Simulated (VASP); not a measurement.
Nb:

```
CELL_PARAMETERS angstrom
4.52407 0.00000 0.00000
-2.26203 3.91796 0.00000
0.00000 0.00000 4.62132
ATOMIC_POSITIONS crystal
Nb 0.00000 0.00000 0.25000
Nb 0.00000 0.00000 0.75000
Nb 0.33333 0.66667 0.75000
Nb 0.66667 0.33333 0.25000
```

This isn't the form of Nb at room conditions, which is bcc.

| Property | Result |
| --- | --- |
| Program | VASP 6.6.1 |
| Task | relaxation of cell and atoms |
| Functional | PBEsol |
| Potentials or basis | VASP PAW PBE potentials, release 64 (Nb_sv) |
| Cutoff | 600 eV |
| k mesh | 6 × 6 × 4 |
| Occupations | gaussian, width 0.1 eV |
| Spin | no spin polarisation |

At the start: pressure 2.5 GPa; volume 20.48 Å³/atom.

Problem. How do energy, volume and symmetry change on relaxing?

Solution. Over 5 steps the energy falls by 12.4 meV/atom and the volume is 20.78 Å³/atom (+1.5 %); space group P6_3/mmc (No. 194, to 0.1 Å) before and after.

Step by step:
```
step  energy change (eV)  largest force (eV/Å)  pressure (GPa)  volume (Å³)
   1              0.0000                0.0000            2.52        81.91
   2             -0.0121                0.0000           -3.21        85.72
   3             -0.0460                0.0000           -0.96        83.86
   4             -0.0488                0.0000            0.53        82.75
   5             -0.0498                0.0000            0.02        83.12
```

Final structure:
```
Nb
1.0
     4.49854    0.00000    0.00000
    -2.24927    3.89585    0.00000
     0.00000    0.00000    4.74273
Nb
4
Direct
  0.00000 0.00000 0.25000
  0.00000 0.00000 0.75000
  0.33333 0.66667 0.75000
  0.66667 0.33333 0.25000
```

Caveat: the PAW data sets were made with another functional, which shifts forces and pressure a little.
